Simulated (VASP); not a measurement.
# Cu (P6_3/mmc) in VASP: notebook, part 2 of 2

VASP 6.6.1.

## (3) Single point, PBEsol+D3(BJ)

This run uses another cell than the first one, of 10.46 Å³/atom, 1.040 times its volume.

Input file INCAR:

```
PREC     = Accurate       # precision mode
ENCUT    = 520            # plane-wave cutoff, eV
EDIFF    = 1E-7           # SCF threshold, eV
ISMEAR   = 1              # smearing method
SIGMA    = 0.1            # smearing width, eV
LREAL    = False          # projectors in reciprocal space
LASPH    = True           # aspherical terms in the spheres
NELM     = 60             # most SCF steps
ALGO     = Normal         # electronic algorithm
ISIF     = 2              # what is computed and relaxed
LWAVE    = False          # write WAVECAR
LCHARG   = True           # write CHGCAR
GGA      = PS             # functional
IVDW     = 12             # dispersion correction
LELF     = True           # ELF
LVHAR    = True         
NBANDS   = 30             # bands
```

Input file KPOINTS:

```
regular mesh
0
Gamma
  10 10 3
```

Input file POSCAR:

```
Cu
1.0
    2.4578564661      0.0000000000      0.0000000000
   -1.2289282331      2.1285661385      0.0000000000
    0.0000000000      0.0000000000      7.9943965505
Cu
4
Direct
    0.0000000000      0.0000000000      0.0000000000
    0.3333333333      0.6666666667      0.2500000000
    0.0000000000      0.0000000000      0.5000000000
    0.6666666667      0.3333333333      0.7500000000
```

Potentials or basis: VASP PAW PBE potentials, release 64 (Cu).

Run with:

```
cat potpaw_PBE.64/Cu/POTCAR > POTCAR
mpirun -np 1 vasp_std > vasp.out
```

OUTCAR:

```text
PREC = Accurate
   ENCUT = 520
   EDIFF = 1E-7
   ISMEAR = 1
   LREAL = False
   LASPH = True
   NELM = 60
   ISIF = 2
   GGA = PS
   IVDW = 12
 IVDW          = 12

 ion  position               nearest neighbor table
   1  0.000  0.000  0.000-   2 2.45   4 2.45   4 2.45   2 2.45   4 2.45   2 2.45
   2  0.333  0.667  0.250-   1 2.45   3 2.45   1 2.45   3 2.45   1 2.45   3 2.45
   3  0.000  0.000  0.500-   2 2.45   4 2.45   4 2.45   2 2.45   4 2.45   2 2.45
   4  0.667  0.333  0.750-   1 2.45   3 2.45   1 2.45   3 2.45   1 2.45   3 2.45

  LATTYP: Found a hexagonal cell.
 ALAT       =     2.4578564661
 C/A-ratio  =     3.2525888557

  Lattice vectors:

 A1 = (   2.4578564661,   0.0000000000,   0.0000000000)
 A2 = (  -1.2289282331,   2.1285661385,   0.0000000000)
 A3 = (   0.0000000000,   0.0000000000,   7.9943965505)

Analysis of symmetry for initial positions (statically):
=====================================================================
 Subroutine PRICEL returns:
 Original cell was already a primitive cell.

 Routine SETGRP: Setting up the symmetry group for a
 hexagonal supercell.

 Subroutine GETGRP returns: Found 24 space group operations
 (whereof 12 operations were pure point group operations)
 out of a pool of 24 trial point group operations.

The static configuration has the point symmetry D_3d.
 The point group associated with its full space group is D_6h.

Analysis of symmetry for dynamics (positions and initial velocities):
=====================================================================
 Subroutine PRICEL returns:
 Original cell was already a primitive cell.

 Routine SETGRP: Setting up the symmetry group for a
 hexagonal supercell.

 Subroutine GETGRP returns: Found 24 space group operations
 (whereof 12 operations were pure point group operations)
[... 123 lines left out ...]
   EFERMI_NEDOS =   21; number of points for ismear=-14 and -15
   IALGO  =     38    algorithm
   IMIX   =      4    mixing-type and parameters
     AMIX     =   0.40;   BMIX     =  1.00
     AMIX_MAG =   1.60;   BMIX_MAG =  1.00
  volume/ion in A,a.u.               =      10.46        70.56
  Fermi-wavevector in a.u.,A,eV,Ry     =   1.665007  3.146406 37.718706  2.772247
  Thomas-Fermi vector in A             =   2.751452
   LORBIT       =      0    0 simple, 1 ext, 2 COOP (PROOUT), +10 PAW based schemes
   GGA     = PS    functional components
   LHFCALC =     F    Hartree Fock is set to
   AEXX    =    0.0000 exact exchange contribution
   IVDW    =    12    specifies the selected vdW correction
   LEPSILON=     F    determine dielectric tensor
   LRPA    =     F    only Hartree local field effects (RPA)
 non-spin polarized calculation
 Methfessel and Paxton  Order N= 1 SIGMA  =   0.10
  energy-cutoff  :      520.00
  volume of cell :       41.82
 maximum number of plane-waves:      1152
   NGX =  9   NGY =  9   NGZ = 29

 number of electron      44.0000036 magnetization

 Free energy of the ion-electron system (eV)
  ---------------------------------------------------
  ext. energy  EPLUGINS =         0.00000000
  ---------------------------------------------------
  free energy    TOTEN  =       -17.00741606 eV

  energy without entropy =      -17.00666318  energy(sigma->0) =      -17.00716510

 E-fermi :   8.9993     XC(G=0): -13.6348

 val. band max:        8.9682443220   @ k =   0.3000  -0.0000   0.3333
 cond. band min:       9.0049102798   @ k =   0.1000   0.0000   0.0000
 fundamental gap:      0.0366659578
 Fermi energy:         8.9993363043

 k-point     1 :       0.0000    0.0000    0.0000
  band No.  band energies     occupation
      1      -1.3550      2.00000
      2       0.9443      2.00000
      3       0.9676      2.00000
      4       3.1834      2.00000
      5       5.2726      2.00000
      6       5.2772      2.00000
[... 781 lines left out ...]
     29      20.8692      0.00000
     30      21.3858      0.00000

 [... further k-points ...]

------------------------ aborting loop because EDIFF is reached ----------------------------------------

 Edisp (eV)   -2.37031

 E8    (eV) :    -1.5464

  FORCE on cell =-STRESS in cart. coord.  units (eV):
  Direction    XX          YY          ZZ          XY          YZ          ZX
  --------------------------------------------------------------------------------------
  -------------------------------------------------------------------------------------
  Total       2.04510     2.04510     2.15858    -0.00000     0.00000     0.00000
  in kB      78.34230    78.34230    82.68941    -0.00000     0.00000     0.00000
  external pressure =       79.79 kB  Pullay stress =        0.00 kB

 VOLUME and BASIS-vectors are now :
 -----------------------------------------------------------------------------
  energy-cutoff  :      520.00
  volume of cell :       41.82
      direct lattice vectors                 reciprocal lattice vectors
     2.457856466  0.000000000  0.000000000     0.406858583  0.234899913  0.000000000
    -1.228928233  2.128566139  0.000000000     0.000000000  0.469799825  0.000000000
     0.000000000  0.000000000  7.994396551     0.000000000  0.000000000  0.125087615

 POSITION                                       TOTAL-FORCE (eV/Angst)
 -----------------------------------------------------------------------------------
      0.00000      0.00000      0.00000        -0.000000      0.000000      0.000000
     -0.00000      1.41904      1.99860         0.000000     -0.000000     -0.000000
      0.00000      0.00000      3.99720        -0.000000      0.000000      0.000000
      1.22893      0.70952      5.99580        -0.000000      0.000000      0.000000
 -----------------------------------------------------------------------------------
    total drift:                                0.000000     -0.000000      0.000000

  FREE ENERGIE OF THE ION-ELECTRON SYSTEM (eV)
  ---------------------------------------------------
  free  energy   TOTEN  =       -19.3777302421 eV

  energy  without entropy=      -19.3769773626  energy(sigma->0) =      -19.37747928
```

OSZICAR:

```text
N       E                     dE             d eps       ncg     rms          rms(c)
DAV:   1     0.327798274051E+03    0.32780E+03   -0.19884E+04  1856   0.272E+03
DAV:   2     0.917849956819E+01   -0.31862E+03   -0.30629E+03  1680   0.391E+02
DAV:   3    -0.206978589852E+02   -0.29876E+02   -0.28453E+02  1832   0.167E+02
DAV:   4    -0.214903497582E+02   -0.79249E+00   -0.79090E+00  1932   0.369E+01
DAV:   5    -0.215027215104E+02   -0.12372E-01   -0.12371E-01  2158   0.455E+00    0.170E+01
DAV:   6    -0.182843843977E+02    0.32183E+01   -0.31443E+01  1866   0.123E+02    0.701E+00
DAV:   7    -0.170664541627E+02    0.12179E+01   -0.54082E+00  1938   0.491E+01    0.112E+00
DAV:   8    -0.170223448727E+02    0.44109E-01   -0.12600E-01  2676   0.934E+00    0.878E-01
DAV:   9    -0.170125959955E+02    0.97489E-02   -0.17235E-02  2068   0.605E+00    0.526E-01
DAV:  10    -0.170073500952E+02    0.52459E-02   -0.95202E-03  2090   0.196E+00    0.319E-02
DAV:  11    -0.170074272989E+02   -0.77204E-04   -0.88381E-04  2170   0.568E-01    0.318E-02
DAV:  12    -0.170074140718E+02    0.13227E-04   -0.65584E-05  2116   0.233E-01    0.637E-03
DAV:  13    -0.170074158612E+02   -0.17894E-05   -0.11090E-05  2440   0.389E-02    0.283E-03
DAV:  14    -0.170074160367E+02   -0.17551E-06   -0.84192E-07  1932   0.177E-02    0.395E-04
DAV:  15    -0.170074160605E+02   -0.23796E-07   -0.56914E-08  1128   0.331E-03
   1 F= -.19377730E+02 E0= -.19377479E+02  d E =-.752879E-03
```

Wall time 19 s (1 thread of Intel Xeon 6975P-C (Granite Rapids), shared host); peak memory 0.16 GiB.

Results:

```
Free energy                : -19.3777 eV
Pressure                   : 8.0 GPa
Band gap on the k mesh     : zero (band 22 reaches 12.24 eV, above the bottom of band 23 at 7.15 eV)
Dispersion energy per atom : -0.593 eV
```

Caveat: three body term missing; the PAW data sets were made with another functional, which shifts forces and pressure a little; pairwise dispersion overbinds metals, which lowers pressure and volume.

## (4) Single point, PBEsol+D3(BJ)

This run uses another cell than the first one, of 10.69 Å³/atom, 1.063 times its volume.

Input file INCAR:

```
PREC = Accurate
ENCUT = 520
EDIFF = 1E-6
ISMEAR = 1
SIGMA = 0.1
LREAL = False
LASPH = True
NELM = 60
ALGO = Normal
ISIF = 2
LWAVE = False
LCHARG = False
GGA = PS
IVDW = 12
NBANDS = 30
```

Input file KPOINTS:

```
Automatic mesh
0
Gamma
  10 10 3
```

Input file POSCAR:

```
Cu
1.0
    2.4770096260      0.0000000000      0.0000000000
   -1.2385048130      2.1451532615      0.0000000000
    0.0000000000      0.0000000000      8.0507119178
Cu
4
Direct
    0.0000000000      0.0000000000      0.0000000000
    0.3333333333      0.6666666667      0.2500000000
    0.0000000000      0.0000000000      0.5000000000
    0.6666666667      0.3333333333      0.7500000000
```

Run with:

```
cat potpaw_PBE.64/Cu/POTCAR > POTCAR
mpirun -np 1 vasp_std > vasp.out
```

Wall time 16 s (1 thread of Intel Xeon 6975P-C (Granite Rapids), shared host); peak memory 0.17 GiB.

Results (log left out):

```
Free energy                : -19.4112 eV
Pressure                   : 3.1 GPa
Band gap on the k mesh     : zero (band 22 reaches 11.88 eV, above the bottom of band 23 at 6.87 eV)
Dispersion energy per atom : -0.579 eV
```

Stress tensor (GPa, compression positive):
```
3.01 0.00 0.00
0.00 3.01 0.00
0.00 0.00 3.29
```

Levels at points of the mesh, in eV from the Fermi level:
| k point | band 19 | band 20 | band 21 | band 22 | band 23 | band 24 | band 25 | band 26 | band 27 | band 28 |
| --- | --- | --- | --- | --- | --- | --- | --- | --- | --- | --- |
| (0.00, 0.00, 0.00) | -2.27 | -2.09 | -2.09 | -1.75 | -1.75 | -1.28 | 4.34 | 13.41 | 13.42 | 21.88 |
| (0.50, 0.00, 0.00) | -1.60 | -1.58 | -0.85 | 0.23 | 1.03 | 1.63 | 5.09 | 5.11 | 9.02 | 9.50 |

Caveat: three body term missing; the PAW data sets were made with another functional, which shifts forces and pressure a little; pairwise dispersion overbinds metals, which lowers pressure and volume.

## (5) Single point, PBEsol+D3(BJ)

This run uses another cell than the first one, of 10.97 Å³/atom, 1.091 times its volume.

Input file INCAR:

```
SYSTEM = Cu
PREC = Accurate ; ENCUT = 520
EDIFF = 1E-6 ; ISMEAR = 1
SIGMA = 0.1 ; LREAL = .FALSE.
LASPH = .TRUE. ; NELM = 80
ALGO = Normal ; ISIF = 2
LWAVE = .FALSE. ; LCHARG = .FALSE.
GGA = PS ; IVDW = 12
NBANDS = 30
```

Input file KPOINTS:

```
regular mesh
0
G
  10 10 3
  0 0 0
```

Input file POSCAR:

```
Cu
1.0
    2.4982933639      0.0000000000      0.0000000000
   -1.2491466819      2.1635855192      0.0000000000
    0.0000000000      0.0000000000      8.1153331896
Cu
4
Direct
    0.0000000000      0.0000000000      0.0000000000
    0.3333333333      0.6666666667      0.2500000000
    0.0000000000      0.0000000000      0.5000000000
    0.6666666667      0.3333333333      0.7500000000
```

Run with:

```
cat potpaw_PBE.64/Cu/POTCAR > POTCAR
mpirun -np 1 vasp_std > vasp.out
```

Wall time 19 s (1 thread of Intel Xeon 6975P-C (Granite Rapids), shared host); peak memory 0.18 GiB.

The run converged. Its results:

* Free energy: -19.4168 eV
* Pressure: -1.7 GPa
* Band gap on the k mesh: zero (band 22 reaches 11.49 eV, above the bottom of band 23 at 6.56 eV)
* Dispersion energy per atom: -0.565 eV

Stress tensor (GPa, compression positive):
```
-1.73  0.00  0.00
 0.00 -1.73  0.00
 0.00  0.00 -1.62
```

Levels at points of the mesh, in eV from the Fermi level:
| k point | band 20 | band 21 | band 22 | band 23 | band 24 | band 25 | band 26 | band 27 |
| --- | --- | --- | --- | --- | --- | --- | --- | --- |
| (0.00, 0.00, 0.00) | -2.05 | -2.05 | -1.72 | -1.72 | -1.20 | 4.22 | 13.21 | 13.21 |
| (0.50, 0.00, 0.00) | -1.55 | -0.79 | 0.27 | 1.01 | 1.60 | 4.94 | 4.97 | 8.89 |

Caveat: three body term missing; the PAW data sets were made with another functional, which shifts forces and pressure a little; pairwise dispersion overbinds metals, which lowers pressure and volume.

## (6) Single point, PBEsol+D3(BJ)

This run uses another cell than the first one, of 11.46 Å³/atom, 1.139 times its volume.

Input file INCAR:

```
SYSTEM = Cu
PREC = Accurate
ENCUT = 520
EDIFF = 1E-6
ISMEAR = 1
SIGMA = 0.1
LREAL = .FALSE.
LASPH = .TRUE.
NELM = 100
ALGO = Normal
ISIF = 2
LWAVE = .FALSE.
LCHARG = .FALSE.
GGA = PS
IVDW = 12
NBANDS = 30
```

Input file KPOINTS:

```
Automatic mesh
0
G
  10 10 3
  0 0 0
```

Input file POSCAR:

```
Cu
1.0
    2.5307640000      0.0000000000      0.0000000000
   -1.2653820000      2.1917060000      0.0000000000
    0.0000000000      0.0000000000      8.2618150000
Cu
4
Direct
    0.0000000000      0.0000000000      0.0000000000
    0.3333333333      0.6666666667      0.2500000000
    0.0000000000      0.0000000000      0.5000000000
    0.6666666667      0.3333333333      0.7500000000
```

Potentials or basis: VASP PAW PBE potentials, release 64 (Cu).

Run with:

```
cat potpaw_PBE.64/Cu/POTCAR > POTCAR
mpirun -np 1 vasp_std > vasp.out
```

Run time: 21 s. Hardware: 1 thread of Intel Xeon 6975P-C (Granite Rapids), shared host; peak memory 0.18 GiB.

It converged, with:

```yaml
Free_energy: -19.3527 eV
Pressure: -8.7 GPa
Band_gap_on_the_k_mesh: zero (band 22 reaches 10.85 eV, above the bottom of band 23 at 6.03 eV)
Dispersion_energy_per_atom: -0.540 eV
```

Stress tensor (GPa, compression positive):
```
-8.42  0.00  0.00
 0.00 -8.42  0.00
 0.00  0.00 -9.33
```

Levels at points of the mesh, in eV from the Fermi level:
```
           k point  band 19  band 20  band 21  band 22  band 23  band 24  band 25  band 26  band 27  band 28
(0.00, 0.00, 0.00)    -2.14    -1.98    -1.98    -1.68    -1.68    -1.11     3.91    12.70    12.70    21.42
(0.50, 0.00, 0.00)    -1.54    -1.52    -0.68     0.35     0.98     1.56     4.72     4.75     8.63     8.97
```

Caveat: three body term missing; the PAW data sets were made with another functional, which shifts forces and pressure a little; pairwise dispersion overbinds metals, which lowers pressure and volume.

## (7) The runs side by side

```csv
cell,gap on the mesh (eV),pressure (GPa)
"a = 2.425, b = 2.425, c = 7.896 Å, angles 90.0, 90.0, 120.0°, 4 atoms",none,17.6
"a = 2.458, b = 2.458, c = 7.994 Å, angles 90.0, 90.0, 120.0°, 4 atoms",none,8.0
"a = 2.477, b = 2.477, c = 8.051 Å, angles 90.0, 90.0, 120.0°, 4 atoms",none,3.1
"a = 2.498, b = 2.498, c = 8.115 Å, angles 90.0, 90.0, 120.0°, 4 atoms",none,-1.7
"a = 2.531, b = 2.531, c = 8.262 Å, angles 90.0, 90.0, 120.0°, 4 atoms",none,-8.7
```

Alike in all rows: task single point; level PBEsol+D3(BJ); potentials or basis VASP PAW PBE potentials, release 64 (Cu); no spin polarisation; k mesh 10 × 10 × 3; cutoff (eV) 520; smearing methfessel-paxton 0.1 eV.

Caveats: three body term missing; the PAW data sets were made with another functional, which shifts forces and pressure a little; pairwise dispersion overbinds metals, which lowers pressure and volume.

Total energies depend on the potentials used, so only differences within one code and one set of settings carry meaning.
